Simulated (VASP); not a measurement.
# Al13Si3C3N13 (P1) in VASP: further runs

Al13Si3C3N13 is run at these levels: PBEsol; tasks: single point.

All numbers are computed with VASP 6.6.1; they aren't measurements. Logs are shortened: lines on timing, memory, paths and dates and some standing lists are left out, and cuts for length are marked.

**1. The cell of the first run**

The typed cell holds 96 atoms: a = 9.320 Å, b = 10.762 Å, c = 9.991 Å, α = 90.00°, β = 90.00°, γ = 90.00°.

**2. Single point, PBEsol**

Input file INCAR:

```
PREC = Accurate
ENCUT = 700
EDIFF = 1E-6
ISMEAR = -1
SIGMA = 0.05
LREAL = Auto
LASPH = T
NELM = 120
ALGO = Normal
ISIF = 2
LWAVE = F
LCHARG = T
GGA = PS
LELF = T
LVHAR = T
ISYM = -1
NBANDS = 246
GGA_COMPAT = F
```

Input file KPOINTS:

```
explicit points
1
Reciprocal
  0.25000000   0.25000000   0.25000000 1
```

Input file POSCAR:

```
Al13Si3C3N13
1.0
    9.3199030000      0.0000000000      0.0000000000
    0.0000000000     10.7616960000      0.0000000000
    0.0000000000      0.0000000000      9.9913930000
Al Si C N
39 9 9 39
Direct
    0.1680450000      0.0824240000      0.2506020000
    0.1664840000      0.0827780000      0.7494220000
    0.0019110000      0.3355880000      0.2482140000
    0.0021050000      0.3305880000      0.7473220000
    0.4996080000      0.0850220000      0.7474640000
    0.3322620000      0.3339770000      0.2453820000
    0.3323550000      0.3343170000      0.7530770000
    0.1659310000      0.5840070000      0.2471360000
    0.1686180000      0.5881620000      0.7508980000
    0.9999920000      0.8344190000      0.7527190000
    0.8319230000      0.0840300000      0.2492470000
    0.8311690000      0.0818360000      0.7498220000
    0.6664580000      0.3347170000      0.2468660000
    0.6677720000      0.3327790000      0.7494680000
    0.5001040000      0.5846970000      0.2454370000
    0.4971950000      0.5824000000      0.7492580000
    0.3360430000      0.8352460000      0.2466440000
    0.8341060000      0.5804370000      0.2509830000
    0.8388990000      0.5846690000      0.7488410000
    0.6683380000      0.8334010000      0.2483000000
    0.6626080000      0.8316500000      0.7495290000
    0.0021590000      0.1660540000      0.5010560000
    0.3306690000      0.1621870000      0.9988980000
    0.1659500000      0.4142660000      0.4996780000
    0.1643530000      0.4175730000      0.9993870000
    0.9974940000      0.6655590000      0.5019210000
    0.9979190000      0.6677820000      0.9941810000
    0.6681120000      0.1669780000      0.5021400000
    0.6655820000      0.1704360000      0.0010370000
    0.5015670000      0.4185100000      0.4984060000
    0.3395070000      0.6653640000      0.9993240000
    0.1657190000      0.9175590000      0.4993440000
    0.1687550000      0.9168740000      0.9980320000
    0.8330310000      0.4173570000      0.9986440000
    0.6648030000      0.6642160000      0.4969250000
    0.6661960000      0.6640290000      0.9986430000
    0.5012300000      0.9209140000      0.4979790000
    0.4999890000      0.9173540000      0.9961200000
    0.8374280000      0.9172420000      0.0015650000
    0.4995300000      0.0817740000      0.2500160000
    0.9988200000      0.8306440000      0.2462690000
    0.3345220000      0.8337190000      0.7521690000
    0.0020830000      0.1664840000      0.9977030000
    0.3325080000      0.1655820000      0.4980960000
    0.4982460000      0.4181710000      0.9977050000
    0.3355370000      0.6676020000      0.4959090000
    0.8354540000      0.4140250000      0.4993990000
    0.8311200000      0.9181910000      0.4977840000
    0.0017520000      0.1649400000      0.1910940000
    0.0012490000      0.1644200000      0.6886860000
    0.3323950000      0.6628650000      0.1915130000
    0.3324790000      0.6669420000      0.6883560000
    0.8346460000      0.9159790000      0.6907180000
    0.3331910000      0.3319570000      0.4372360000
    0.3325470000      0.3313620000      0.9379050000
    0.8342750000      0.5812240000      0.4404160000
    0.8329690000      0.5841900000      0.9392650000
    0.3376670000      0.1637490000      0.1902950000
    0.3322880000      0.1641980000      0.6871480000
    0.1667100000      0.4142510000      0.1907830000
    0.1735120000      0.4212380000      0.6911440000
    0.0031440000      0.6672720000      0.1926200000
    0.9999300000      0.6678980000      0.6883170000
    0.6662590000      0.1669660000      0.1901410000
    0.6664310000      0.1624900000      0.6888770000
    0.5001760000      0.4197310000      0.1940560000
    0.4974720000      0.4179290000      0.6851930000
    0.1656190000      0.9182340000      0.1859470000
    0.1655900000      0.9181650000      0.6919110000
    0.8330690000      0.4159960000      0.1883200000
    0.8356690000      0.4175970000      0.6916990000
    0.6674730000      0.6620690000      0.1915990000
    0.6646080000      0.6662110000      0.6844490000
    0.4972540000      0.9163320000      0.1904250000
    0.4963060000      0.9181960000      0.6886040000
    0.8339180000      0.9179410000      0.1884300000
    0.1655620000      0.0823740000      0.4374680000
    0.1673940000      0.0840350000      0.9392700000
    0.9997930000      0.3351160000      0.4416300000
    0.9974920000      0.3373990000      0.9382290000
    0.5017420000      0.0830460000      0.4414320000
    0.4992780000      0.0864250000      0.9385570000
    0.1668140000      0.5806320000      0.4417880000
    0.1628150000      0.5843820000      0.9374940000
    0.9979600000      0.8312820000      0.4389100000
    0.9975620000      0.8335120000      0.9413540000
    0.8390020000      0.0856220000      0.4399470000
    0.8335560000      0.0845810000      0.9374520000
    0.6662300000      0.3318600000      0.4380520000
    0.6699060000      0.3319040000      0.9401160000
    0.4977020000      0.5841380000      0.4411660000
    0.4985970000      0.5813180000      0.9399230000
    0.3394820000      0.8325980000      0.4389870000
    0.3376830000      0.8339770000      0.9394060000
    0.6670590000      0.8343340000      0.4362210000
    0.6661540000      0.8357450000      0.9396850000
```

Potentials or basis: VASP PAW PBE potentials, release 64 (Al, Si, C, N).

Started as:

```console
$ cat potpaw_PBE.64/Al/POTCAR potpaw_PBE.64/Si/POTCAR potpaw_PBE.64/C/POTCAR potpaw_PBE.64/N/POTCAR > POTCAR
$ mpirun -np 1 vasp_std > vasp.out
```

OUTCAR:

```text
PREC = Accurate
   ENCUT = 700
   EDIFF = 1E-6
   ISMEAR = -1
   LREAL = Auto
   LASPH = T
   NELM = 120
   ISIF = 2
   GGA = PS
   ISYM = -1

 ion  position               nearest neighbor table
   1  0.168  0.082  0.251-  77 1.87  68 1.88  49 1.88  58 1.90  44 3.04  32 3.05  23 3.06  22 3.08
                            17 3.09  33 3.09  40 3.09  43 3.10   6 3.11  11 3.13   3 3.13  41 3.14
   2  0.166  0.083  0.749-  69 1.86  50 1.87  59 1.88  78 1.90  23 3.05  22 3.05  43 3.05  33 3.06
                            32 3.07   4 3.08  44 3.08  10 3.09  42 3.10   5 3.10   7 3.12  12 3.13
   3  0.002  0.336  0.248-  60 1.85  70 1.89  49 1.92  79 1.93  25 3.04  24 3.06  18 3.06  47 3.07
                            34 3.08   6 3.08   8 3.08  43 3.09  22 3.12  13 3.13   1 3.13  11 3.14
   4  0.002  0.331  0.747-  50 1.88  71 1.90  80 1.91  61 1.95  22 3.03  24 3.04  47 3.06  43 3.06
                             2 3.08   7 3.08  25 3.08  34 3.11  12 3.12  14 3.12  19 3.13   9 3.18
   5  0.500  0.085  0.747-  65 1.86  59 1.88  75 1.89  82 1.91  28 3.04  37 3.05  44 3.06  38 3.07
                            23 3.08  12 3.09  14 3.09   7 3.10   2 3.10  29 3.11  42 3.11  21 3.12
   6  0.332  0.334  0.245-  60 1.85  66 1.89  58 1.91  54 1.92  25 3.05  45 3.06   3 3.08  23 3.08
                            24 3.10   8 3.11  44 3.11   1 3.11  13 3.11  30 3.12  15 3.12  40 3.13
   7  0.332  0.334  0.753-  55 1.85  61 1.86  67 1.91  59 1.95  45 3.03  25 3.05  23 3.08   4 3.08
                            16 3.08  24 3.09   5 3.10   2 3.12  14 3.13  30 3.13  44 3.13   9 3.13
   8  0.166  0.584  0.247-  62 1.84  51 1.85  60 1.91  83 1.95  25 3.06  41 3.08   3 3.08  46 3.08
                            31 3.08  18 3.09   6 3.11  27 3.11  15 3.11  24 3.12  26 3.12  17 3.13
   9  0.169  0.588  0.751-  52 1.86  84 1.87  61 1.89  63 1.90  27 3.03  42 3.06  16 3.06  31 3.06
[... 125 lines left out ...]
  95  0.667  0.834  0.436-  20 1.88  48 1.88  37 1.91  35 1.93
  96  0.666  0.836  0.940-  38 1.87  21 1.90  39 1.92  36 1.94

IMPORTANT INFORMATION: All symmetrisations will be switched off!
NOSYMM: (Re-)initialisation of all symmetry stuff for point group C_1.

----------------------------------------------------------------------------------------

                                     Primitive cell

  volume of cell :    1002.1164

  direct lattice vectors                    reciprocal lattice vectors
     9.319903000  0.000000000  0.000000000     0.107297254  0.000000000  0.000000000
     0.000000000 10.761696000  0.000000000     0.000000000  0.092922157  0.000000000
     0.000000000  0.000000000  9.991393000     0.000000000  0.000000000  0.100086144

  length of vectors
     9.319903000 10.761696000  9.991393000     0.107297254  0.092922157  0.100086144

  position of ions in fractional coordinates (direct lattice)
     0.168045000  0.082424000  0.250602000
     0.166484000  0.082778000  0.749422000
     0.001911000  0.335588000  0.248214000
     0.002105000  0.330588000  0.747322000
     0.499608000  0.085022000  0.747464000
     0.332262000  0.333977000  0.245382000
[... 88 lines left out ...]
     0.667059000  0.834334000  0.436221000
     0.666154000  0.835745000  0.939685000

  ion indices of the primitive-cell ions
   primitive index   ion index
                 1           1
                 2           2
                 3           3
                 4           4
                 5           5
                 6           6
[... 88 lines left out ...]
                95          95
                96          96

----------------------------------------------------------------------------------------

 KPOINTS: explicit points

Read explicit list of k-points.

 Found      1 k-points:

 Following reciprocal coordinates:
            Coordinates               Weight
  0.250000  0.250000  0.250000      1.000000
   k-points           NKPTS =      1   k-points in BZ     NKDIM =      1   number of bands    NBANDS=    246
   number of dos      NEDOS =    301   number of ions     NIONS =     96
[... 25 lines left out ...]
   TEBEG  =    0.0;   TEEND  =   0.0 temperature during run
   PSTRESS=    0.0 pullay stress
   NELECT =     384.0000    total number of electrons
   NUPDOWN=      -1.0000    fix difference up-down
   EMIN   =  10.00;   EMAX   =-10.00  energy-range for DOS
   EFERMI =   0.00;   METHOD = LEGACY
   ISMEAR =    -1;   SIGMA  =   0.05  broadening in eV -4-tet -1-fermi 0-gaus
   EFERMI_NEDOS =   21; number of points for ismear=-14 and -15
   IALGO  =     38    algorithm
   IMIX   =      4    mixing-type and parameters
     AMIX     =   0.40;   BMIX     =  1.00
     AMIX_MAG =   1.60;   BMIX_MAG =  1.00
  volume/ion in A,a.u.               =      10.44        70.44
  Fermi-wavevector in a.u.,A,eV,Ry     =   1.189084  2.247043 19.237559  1.413921
  Thomas-Fermi vector in A             =   2.325199
   LORBIT       =      0    0 simple, 1 ext, 2 COOP (PROOUT), +10 PAW based schemes
   GGA     = PS    functional components
   LHFCALC =     F    Hartree Fock is set to
   AEXX    =    0.0000 exact exchange contribution
   IVDW    =     0    specifies the selected vdW correction
   LEPSILON=     F    determine dielectric tensor
   LRPA    =     F    only Hartree local field effects (RPA)
 non-spin polarized calculation
  energy-cutoff  :      700.00
  volume of cell :     1002.12
 maximum number of plane-waves:     42145
 NGX is ok and might be reduce to    80
   NGX = 41   NGY = 47   NGZ = 43

 number of electron     383.9999994 magnetization

 Free energy of the ion-electron system (eV)
  ---------------------------------------------------
  ext. energy  EPLUGINS =         0.00000000
  ---------------------------------------------------
  free energy    TOTEN  =      -737.41178411 eV

  energy without entropy =     -737.41178411  energy(sigma->0) =     -737.41178411

 E-fermi :   8.8062     XC(G=0): -11.1902

 val. band max:        7.5730455279   @ k =   0.2500   0.2500   0.2500
 cond. band min:      10.1707986509   @ k =   0.2500   0.2500   0.2500
 fundamental gap:      2.5977531231
 Fermi energy:         8.8061603995

 k-point     1 :       0.2500    0.2500    0.2500
  band No.  band energies     occupation
      1     -10.0525      2.00000
      2      -9.4902      2.00000
      3      -9.1909      2.00000
      4      -8.8818      2.00000
      5      -8.7667      2.00000
      6      -8.6053      2.00000
[... 196 lines left out ...]
    203      11.2495      0.00000
    204      11.3581      0.00000
 [bands above 204 left out]

------------------------ aborting loop because EDIFF is reached ----------------------------------------

  FORCE on cell =-STRESS in cart. coord.  units (eV):
  Direction    XX          YY          ZZ          XY          YZ          ZX
  --------------------------------------------------------------------------------------
  -------------------------------------------------------------------------------------
  Total       11.3751525      4.4494359      7.5065218     -0.3100018     -0.9504739     -0.6672000
  in kB       18.1865222      7.1137301     12.0013798     -0.4956289     -1.5196118     -1.0667151
  external PRESSURE =      12.4338774 kB  Pullay stress =       0.0000000 kB

 VOLUME and BASIS-vectors are now :
 -----------------------------------------------------------------------------
  energy-cutoff  :      700.00
  volume of cell :     1002.12
      direct lattice vectors                 reciprocal lattice vectors
     9.319903000  0.000000000  0.000000000     0.107297254  0.000000000  0.000000000
     0.000000000 10.761696000  0.000000000     0.000000000  0.092922157  0.000000000
     0.000000000  0.000000000  9.991393000     0.000000000  0.000000000  0.100086144

 POSITION                                       TOTAL-FORCE (eV/Angst)
 -----------------------------------------------------------------------------------
      1.56616      0.88702      2.50386        -0.313342      0.472415     -0.429541
      1.55161      0.89083      7.48777        -0.748915      0.742770     -0.345053
      0.01781      3.61150      2.48000        -0.401881      0.030570      0.028189
      0.01962      3.55769      7.46679         0.907834      0.687476     -0.149393
      4.65630      0.91498      7.46821         0.155885      0.213942      0.631108
      3.09665      3.59416      2.45171        -0.292829      0.454204     -0.001447
[... 88 lines left out ...]
      6.21693      8.97885      4.35846         1.168732      1.853224      0.109963
      6.20849      8.99403      9.38876        -0.571520      0.261202      0.922921
 -----------------------------------------------------------------------------------
    total drift:                                0.010187     -0.000409      0.005091

  FREE ENERGIE OF THE ION-ELECTRON SYSTEM (eV)
  ---------------------------------------------------
  free  energy   TOTEN  =      -737.4117841103 eV

  energy  without entropy=     -737.4117841103  energy(sigma->0) =     -737.41178411
```

Run time: 12 min. Hardware: 1 thread of Intel Xeon Platinum 8488C (Sapphire Rapids), shared host; peak memory 1.4 GiB.

What came out:

```yaml
Free_energy: -737.4118 eV
Pressure: 1.2 GPa
Largest_force: 3.872 eV/Å
Band_gap_on_the_k_mesh: 2.60 eV
```

Forces on the atoms (eV/Å):
```
Al  -0.313  0.472 -0.430
Al  -0.749  0.743 -0.345
Al  -0.402  0.031  0.028
Al   0.908  0.687 -0.149
Al   0.156  0.214  0.631
Al  -0.293  0.454 -0.001
Al   0.009  0.572 -2.093
Al   0.677 -1.011  0.533
Al  -1.722 -1.455  0.115
Al  -0.356 -1.161 -0.174
Al   1.094  0.421  0.112
Al   1.062  0.540 -0.668
Al   0.643  0.953  0.303
Al  -0.483  0.466 -0.661
Al  -0.005  0.408  0.828
Al   1.655 -0.455 -0.522
Al  -1.190 -2.432  0.135
Al  -0.333 -0.077 -1.037
Al  -1.092  0.627 -0.181
Al  -0.304 -1.904 -0.620
Al   1.059 -0.934 -0.154
Al   0.207  0.998  0.595
Al   0.821  1.234 -0.078
Al   0.286  0.559  1.330
Al   0.024  0.837  0.076
Al   0.642 -1.046  0.806
Al   0.337 -0.731  0.230
Al   0.903  0.613  0.607
Al  -0.017 -0.869 -0.918
Al  -0.582 -0.186  0.609
Al  -2.127 -0.825  0.589
Al   0.420 -0.312  0.738
Al  -1.043 -0.514 -0.439
Al   0.393  1.055  0.347
Al   0.334 -0.101  1.018
Al   0.707  0.330  0.220
Al   0.180 -1.903  0.969
Al   1.091  0.505 -0.239
Al  -0.810 -0.258 -1.727
Si  -0.283  0.755 -0.987
Si   0.643 -0.517 -0.315
Si  -0.396 -0.617 -1.100
Si  -0.485  0.965  0.420
Si  -1.040  2.327  0.715
Si  -0.628 -0.492  0.053
Si  -0.484 -1.212  0.257
Si   0.240  1.312  0.404
Si   0.013  0.057  2.575
C   -0.247  0.058 -2.425
C   -0.139  0.161  0.477
C    0.384  2.001 -0.422
C    0.623  3.541 -1.435
C   -1.135 -0.496 -3.051
C    0.541 -2.997  0.543
C    2.136  0.754  2.438
C   -0.366 -2.336  0.598
C   -0.284 -0.379  0.086
N    2.056 -2.022  0.786
N    0.813 -0.621 -2.026
N   -0.552  0.798 -0.352
N   -1.326 -0.258 -0.262
N   -1.024  3.051  0.195
N    0.988  0.701  0.026
N   -2.510 -1.667  1.075
N   -0.977  0.997 -0.076
N    0.812 -1.222 -2.720
N    1.233 -0.715  0.931
N   -1.292 -1.224  1.430
N    2.668 -1.414  0.301
N   -0.239 -0.655  0.277
N   -0.611 -0.879 -2.434
N    0.110  1.710 -0.066
N   -0.531  0.083  0.697
N    1.195  3.326  0.522
N   -1.638 -0.397  0.495
N    1.337 -1.511  1.358
N    2.659 -0.369  0.595
N   -1.348 -0.328  0.607
N   -2.144  0.144 -0.019
N    0.209 -3.133  0.651
N   -1.311  0.501 -2.102
N    0.286 -1.058  0.275
N    1.482  2.116  0.035
N    0.972  0.570  0.591
N   -0.912  1.983 -2.407
N    1.468  1.119  0.636
N   -1.865 -2.665 -0.759
N    0.918  0.871  1.971
N    1.923  0.143  0.562
N   -2.091  0.842  0.629
N   -1.373  1.139 -0.213
N    0.650 -1.834  0.208
N   -0.950 -0.286  0.388
N   -0.564  0.622 -2.055
N    1.169  1.853  0.110
N   -0.572  0.261  0.923
```

Caveat: the PAW data sets were made with another functional, which shifts forces and pressure a little; a shifted mesh leaves out Γ, where band edges can lie.

(Continued in part 2 of 2.)
